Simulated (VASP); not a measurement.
# AlNi3 in VASP: single point with PBEsol

Aim: the single point of AlNi3 with PBEsol.

All numbers are computed with VASP 6.6.1; they aren't measurements. Logs are shortened: lines on timing, memory, paths and dates and some standing lists are left out, and cuts for length are marked.

## Step 1: The cell of the first run

The typed cell holds 8 atoms: a = 3.958 Å, b = 3.958 Å, c = 5.597 Å, α = 90.00°, β = 90.00°, γ = 90.00°.

## Step 2: Single point, PBEsol

File INCAR:

```
SYSTEM = AlNi3
  ALGO = Fast
  EDIFF = 1E-6
  ENCUT = 520
  GGA = PS
  ISIF = 2
  ISMEAR = 0
  LASPH = .True.
  LCHARG = .False.
  LREAL = .False.
  LWAVE = .False.
  NBANDS = 43
  NELM = 60
  PREC = Accurate
  SIGMA = 0.15
```

File KPOINTS:

```
k-points
0
Gamma
  8 8 6
  0 0 0
```

File POSCAR:

```
AlNi3
1.0
    0.0000000000     -2.7984078614     -2.7984078614
    0.0000000000      2.7984078614     -2.7984078614
    5.5968157228      0.0000000000      0.0000000000
Al Ni
2 6
Direct
    0.5001200139      0.4730900357      0.0000120607
   -0.0001315498      0.0269243857      0.4999819306
    0.0001358980      0.5269696542      0.7494717113
    0.4998486198     -0.0269676665      0.2495323062
   -0.0000408920      0.0227962734     -0.0000019650
    0.5000610187      0.4771910144      0.5000016433
    0.0000608059      0.5269289589      0.2505180202
    0.4999460856     -0.0269326558      0.7504842929
```

Potentials or basis: VASP PAW PBE potentials, release 64 (Al, Ni).

Started as:

```sh
> cat potpaw_PBE.64/Al/POTCAR potpaw_PBE.64/Ni/POTCAR > POTCAR
> mpirun -np 1 vasp_std > vasp.out
```

OUTCAR:

```text
SYSTEM = AlNi3
   EDIFF = 1E-6
   ENCUT = 520
   GGA = PS
   ISIF = 2
   ISMEAR = 0
   LASPH = .True.
   LREAL = .False.
   NELM = 60
   PREC = Accurate

 ion  position               nearest neighbor table
   1  0.500  0.473  0.000-   4 2.42   8 2.42   8 2.42   4 2.42   7 2.43   3 2.43   3 2.43   7 2.43
                             5 2.66   5 2.66   6 2.80   6 2.80   5 2.94   5 2.94
   2  1.000  0.027  0.500-   3 2.42   7 2.42   7 2.42   3 2.42   8 2.43   4 2.43   4 2.43   8 2.43
                             6 2.66   6 2.66   5 2.80   5 2.80   6 2.94   6 2.94
   3  0.000  0.527  0.749-   5 2.41   2 2.42   2 2.42   6 2.43   6 2.43   1 2.43   1 2.43   5 2.44
                             8 2.65   8 2.65   7 2.79   7 2.80   8 2.95   8 2.95
   4  0.500  0.973  0.250-   6 2.41   1 2.42   1 2.42   5 2.43   5 2.43   2 2.43   2 2.43   6 2.44
                             7 2.65   7 2.65   8 2.79   8 2.80   7 2.95   7 2.95
   5  1.000  0.023  1.000-   3 2.41   7 2.41   4 2.43   8 2.43   8 2.43   4 2.43   7 2.44   3 2.44
                             1 2.66   1 2.66   2 2.80   2 2.80   1 2.94   1 2.94
   6  0.500  0.477  0.500-   4 2.41   8 2.41   3 2.43   7 2.43   7 2.43   3 2.43   8 2.44   4 2.44
                             2 2.66   2 2.66   1 2.80   1 2.80   2 2.94   2 2.94
   7  0.000  0.527  0.251-   5 2.41   2 2.42   2 2.42   6 2.43   6 2.43   1 2.43   1 2.43   5 2.44
                             4 2.65   4 2.65   3 2.79   3 2.80   4 2.95   4 2.95
   8  0.500  0.973  0.750-   6 2.41   1 2.42   1 2.42   5 2.43   5 2.43   2 2.43   2 2.43   6 2.44
                             3 2.65   3 2.65   4 2.79   4 2.80   3 2.95   3 2.95

  LATTYP: Found a simple tetragonal cell.
 ALAT       =     3.9575463506
 C/A-ratio  =     1.4142135624

  Lattice vectors:

 A1 = (   0.0000000000,  -2.7984078614,  -2.7984078614)
 A2 = (   0.0000000000,   2.7984078614,  -2.7984078614)
 A3 = (   5.5968157228,   0.0000000000,   0.0000000000)

Analysis of symmetry for initial positions (statically):
=====================================================================
 Subroutine PRICEL returns:
 Original cell was already a primitive cell.

 Routine SETGRP: Setting up the symmetry group for a
 simple tetragonal supercell.

 Subroutine GETGRP returns: Found  1 space group operations
 (whereof  1 operations were pure point group operations)
 out of a pool of 16 trial point group operations.

The static configuration has the point symmetry C_1 .

Analysis of symmetry for dynamics (positions and initial velocities):
=====================================================================
 Subroutine PRICEL returns:
 Original cell was already a primitive cell.

 Routine SETGRP: Setting up the symmetry group for a
 simple tetragonal supercell.

 Subroutine GETGRP returns: Found  1 space group operations
 (whereof  1 operations were pure point group operations)
 out of a pool of 16 trial point group operations.

The dynamic configuration has the point symmetry C_1 .

 Subroutine INISYM returns: Found  1 space group operations
 (whereof  1 operations are pure point group operations),
 and found     1 'primitive' translations

----------------------------------------------------------------------------------------

                                     Primitive cell

  volume of cell :      87.6583

  direct lattice vectors                    reciprocal lattice vectors
     0.000000000 -2.798407861 -2.798407861     0.000000000 -0.178673026 -0.178673026
     0.000000000  2.798407861 -2.798407861     0.000000000  0.178673026 -0.178673026
     5.596815723  0.000000000  0.000000000     0.178673026  0.000000000  0.000000000

  length of vectors
     3.957546351  3.957546351  5.596815723     0.252681816  0.252681816  0.178673026

  position of ions in fractional coordinates (direct lattice)
     0.500120014  0.473090036  0.000012061
     0.999868450  0.026924386  0.499981931
     0.000135898  0.526969654  0.749471711
     0.499848620  0.973032334  0.249532306
     0.999959108  0.022796273  0.999998035
     0.500061019  0.477191014  0.500001643
     0.000060806  0.526928959  0.250518020
     0.499946086  0.973067344  0.750484293

  ion indices of the primitive-cell ions
   primitive index   ion index
                 1           1
                 2           2
                 3           3
                 4           4
                 5           5
                 6           6
                 7           7
                 8           8

----------------------------------------------------------------------------------------

 KPOINTS: k-points

Automatic generation of k-mesh.
 Grid dimensions read from file:
 generate k-points for:    8    8    6

 Generating k-lattice:

  Cartesian coordinates                     Fractional coordinates (reciprocal lattice)
     0.000000000 -0.022334128 -0.022334128     0.125000000  0.000000000  0.000000000
     0.000000000  0.022334128 -0.022334128     0.000000000  0.125000000  0.000000000
     0.029778838  0.000000000  0.000000000     0.000000000  0.000000000  0.166666667

  Length of vectors
     0.031585227  0.031585227  0.029778838

  Shift w.r.t. Gamma in fractional coordinates (k-lattice)
     0.000000000  0.000000000  0.000000000

 Subroutine IBZKPT returns following result:
 ===========================================

 Found    196 irreducible k-points:

 Following reciprocal coordinates:
            Coordinates               Weight
  0.000000  0.000000  0.000000      1.000000
  0.125000  0.000000  0.000000      2.000000
  0.000000  0.125000  0.000000      2.000000
  0.250000  0.000000  0.000000      2.000000
  0.000000  0.250000  0.000000      2.000000
  0.375000  0.000000  0.000000      2.000000
[... 16 lines left out ...]
 -0.250000  0.250000  0.000000      2.000000
  0.375000  0.250000  0.000000      2.000000
 [... further k-points ...]
   k-points           NKPTS =    196   k-points in BZ     NKDIM =    196   number of bands    NBANDS=     43
   number of dos      NEDOS =    301   number of ions     NIONS =      8
   total plane-waves  NPLWV =  37800
   dimension x,y,z NGX =    30 NGY =   30 NGZ =   42
   dimension x,y,z NGXF=    60 NGYF=   60 NGZF=   84
   ions per type =               2   6
   NGX,Y,Z   is equivalent  to a cutoff of  12.60, 12.60, 12.48 a.u.
   NGXF,Y,Z  is equivalent  to a cutoff of  25.20, 25.20, 24.95 a.u.
 SYSTEM =  AlNi3
   PREC   = accura    normal or accurate (medium, high low for compatibility)
   ISTART =      0    job   : 0-new  1-cont  2-samecut
   ICHARG =      2    charge: 1-file 2-atom 10-const
   ISPIN  =      1    spin polarized calculation?
   LNONCOLLINEAR =      F non collinear calculations
   LSORBIT =      F    spin-orbit coupling
   LASPH  =      T    aspherical Exc in radial PAW
   ENCUT  =  520.0 eV  38.22 Ry    6.18 a.u.   7.36  7.36 10.41*2*pi/ulx,y,z
   NELM   =     60;   NELMIN=  2; NELMDL= -5     # of ELM steps
   EDIFF  = 0.1E-05   stopping-criterion for ELM
   LREAL  =      F    real-space projection
   EDIFFG = 0.1E-04   stopping-criterion for IOM
   NSW    =      0    number of steps for IOM
   IBRION =     -1    ionic relax: 0-MD 1-quasi-New 2-CG
   NFREE  =      0    steps in history (QN), initial steepest desc. (CG)
   ISIF   =      2    stress and relaxation
   ISYM   =      2    0-nonsym 1-usesym 2-fastsym
   POTIM  = 0.5000    time-step for ionic-motion
   TEBEG  =    0.0;   TEEND  =   0.0 temperature during run
   PSTRESS=    0.0 pullay stress
   NELECT =      66.0000    total number of electrons
   NUPDOWN=      -1.0000    fix difference up-down
   EMIN   =  10.00;   EMAX   =-10.00  energy-range for DOS
   EFERMI =   0.00;   METHOD = LEGACY
   ISMEAR =     0;   SIGMA  =   0.15  broadening in eV -4-tet -1-fermi 0-gaus
   EFERMI_NEDOS =   21; number of points for ismear=-14 and -15
   IALGO  =     68    algorithm
   IMIX   =      4    mixing-type and parameters
     AMIX     =   0.40;   BMIX     =  1.00
     AMIX_MAG =   1.60;   BMIX_MAG =  1.00
  volume/ion in A,a.u.               =      10.96        73.94
  Fermi-wavevector in a.u.,A,eV,Ry     =   1.489333  2.814431 30.179255  2.218113
  Thomas-Fermi vector in A             =   2.602255
   LORBIT       =      0    0 simple, 1 ext, 2 COOP (PROOUT), +10 PAW based schemes
   GGA     = PS    functional components
   LHFCALC =     F    Hartree Fock is set to
   AEXX    =    0.0000 exact exchange contribution
   IVDW    =     0    specifies the selected vdW correction
   LEPSILON=     F    determine dielectric tensor
   LRPA    =     F    only Hartree local field effects (RPA)
 non-spin polarized calculation
 RMM-DIIS sequential band-by-band and
 Gauss-broadening in eV      SIGMA  =   0.15
  energy-cutoff  :      520.00
  volume of cell :       87.66
 maximum number of plane-waves:      2405
 NGX is ok and might be reduce to    30
   NGX = 15   NGY = 15   NGZ = 21

 number of electron      65.9999951 magnetization

 Free energy of the ion-electron system (eV)
  ---------------------------------------------------
  ext. energy  EPLUGINS =         0.00000000
  ---------------------------------------------------
  free energy    TOTEN  =       -48.17993282 eV

  energy without entropy =      -48.11824229  energy(sigma->0) =      -48.14908755

 E-fermi :   9.8466     XC(G=0): -12.9828

 val. band max:        9.8439212954   @ k =   0.3750   0.0000   0.0000
 cond. band min:       9.8501584898   @ k =   0.0000   0.3750   0.5000
 fundamental gap:      0.0062371944
 Fermi energy:         9.8466146983

 k-point     1 :       0.0000    0.0000    0.0000
  band No.  band energies     occupation
      1      -0.3780      2.00000
      2       3.6045      2.00000
      3       4.0073      2.00000
      4       5.6804      2.00000
      5       5.8400      2.00000
      6       6.2234      2.00000
[... 35 lines left out ...]
     42      15.8452      0.00000
     43      15.8758      0.00000

 k-point     2 :       0.1250    0.0000    0.0000
  band No.  band energies     occupation
      1      -0.2225      2.00000
      2       3.6552      2.00000
      3       4.1323      2.00000
      4       5.5183      2.00000
      5       5.8422      2.00000
      6       6.1642      2.00000
[... 1004 lines left out ...]
 k-point    24 :       0.3750    0.2500    0.0000
  band No.  band energies     occupation
      1       1.5512      2.00000
      2       3.4319      2.00000
      3       4.6389      2.00000
      4       5.0960      2.00000
      5       5.3222      2.00000
      6       5.7829      2.00000
[... 35 lines left out ...]
     42      16.3637      0.00000
     43      18.0465      0.00000

 [... further k-points ...]
[... 5 lines left out ...]
  --------------------------------------------------------------------------------------
  -------------------------------------------------------------------------------------
  Total       -0.5538512      0.4912289      0.4949605      0.0001064     -0.5250752     -0.0002288
  in kB      -10.1230331      8.9784520      9.0466561      0.0019440     -9.5970782     -0.0041810
  external PRESSURE =       2.6340250 kB  Pullay stress =       0.0000000 kB

 VOLUME and BASIS-vectors are now :
 -----------------------------------------------------------------------------
  energy-cutoff  :      520.00
  volume of cell :       87.66
      direct lattice vectors                 reciprocal lattice vectors
     0.000000000 -2.798407861 -2.798407861     0.000000000 -0.178673026 -0.178673026
     0.000000000  2.798407861 -2.798407861     0.000000000  0.178673026 -0.178673026
     5.596815723  0.000000000  0.000000000     0.178673026  0.000000000  0.000000000

 POSITION                                       TOTAL-FORCE (eV/Angst)
 -----------------------------------------------------------------------------------
      0.00007     -0.07564     -2.72344        -0.000635      0.003837     -0.002742
      2.79831     -2.72269     -2.87339         0.000965     -0.004488      0.002780
      4.19466      1.47430     -1.47506         0.002141     -0.006151      0.008395
      1.39659      1.32416     -4.12172        -0.000806      0.005662     -0.008782
      5.59680     -2.73450     -2.86209         0.000126     -0.001905      0.004210
      2.79842     -0.06400     -2.73475         0.000148      0.002800     -0.003799
      1.40210      1.47439     -1.47473        -0.001896     -0.006908      0.005455
      4.20032      1.32399     -4.12209        -0.000043      0.007153     -0.005518
 -----------------------------------------------------------------------------------
    total drift:                               -0.000002      0.000010     -0.000012

  FREE ENERGIE OF THE ION-ELECTRON SYSTEM (eV)
  ---------------------------------------------------
  free  energy   TOTEN  =       -48.1799328200 eV

  energy  without entropy=      -48.1182422880  energy(sigma->0) =      -48.14908755
```

Run time: 9.5 min. Hardware: 1 thread of AMD EPYC 9R45 (Zen 5), shared host; peak memory 0.57 GiB.

What came out:

```yaml
Free_energy: -48.1799 eV
Pressure: 0.3 GPa
Largest_force: 0.011 eV/Å
Band_gap_on_the_k_mesh: zero (band 33 reaches 11.88 eV, above the bottom of band 34 at 9.48 eV)
```

Forces on the atoms (eV/Å):
```
Al  -0.001  0.004 -0.003
Al   0.001 -0.004  0.003
Ni   0.002 -0.006  0.008
Ni  -0.001  0.006 -0.009
Ni   0.000 -0.002  0.004
Ni   0.000  0.003 -0.004
Ni  -0.002 -0.007  0.005
Ni   0.000  0.007 -0.006
```

Stress tensor (GPa, compression positive):
```
-1.01  0.00  0.00
 0.00  0.90 -0.96
 0.00 -0.96  0.90
```

Levels at points of the mesh, in eV from the Fermi level:
| k point | band 31 | band 32 | band 33 | band 34 | band 35 | band 36 |
| --- | --- | --- | --- | --- | --- | --- |
| (0.00, 0.00, 0.00) | -0.51 | -0.39 | -0.37 | -0.24 | -0.03 | 4.10 |
| (0.50, 0.00, 0.00) | -0.37 | -0.37 | 0.66 | 0.66 | 0.82 | 0.82 |
| (0.00, 0.50, 0.00) | -0.44 | -0.18 | 0.56 | 0.67 | 0.78 | 0.99 |
| (0.50, 0.50, 0.00) | -0.40 | -0.40 | -0.37 | -0.37 | -0.34 | -0.34 |
| (0.00, 0.00, 0.50) | -0.45 | -0.45 | 2.04 | 2.04 | 2.07 | 2.07 |
| (0.50, 0.00, 0.50) | -0.47 | -0.47 | -0.15 | -0.15 | 4.07 | 4.07 |
| (0.00, 0.50, 0.50) | -0.46 | -0.46 | -0.16 | -0.16 | 4.33 | 4.33 |
| (0.50, 0.50, 0.50) | -0.53 | -0.53 | -0.10 | -0.10 | -0.01 | -0.01 |

Caveat: the PAW data sets were made with another functional, which shifts forces and pressure a little.
